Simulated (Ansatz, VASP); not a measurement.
## BAs: VASP beside Ansatz

```
CELL_PARAMETERS angstrom
0.00000 2.38850 2.38850
2.38850 0.00000 2.38850
2.38850 2.38850 0.00000
ATOMIC_POSITIONS crystal
B 0.00000 0.00000 0.00000
As 0.75000 0.75000 0.75000
```

Alike in both runs: task single point; functional PBE; k mesh 15 × 15 × 15; occupations fermi-dirac, width 0.03 eV; non-collinear spin, spin-orbit coupling.

```csv
,VASP,Ansatz
version,VASP 6.6.1,Ansatz 0.2.0
potentials or method,"VASP PAW PBE potentials, release 64 (B, As), cutoff 520 eV",all-electron LAPW
```

```csv
,VASP,Ansatz,Ansatz less VASP
pressure (GPa),3.4,2.7,-0.71
net moment per atom (μB),0.00,0.00,0.000
```

Ansatz ran all-electron here, and VASP with PAW potentials.
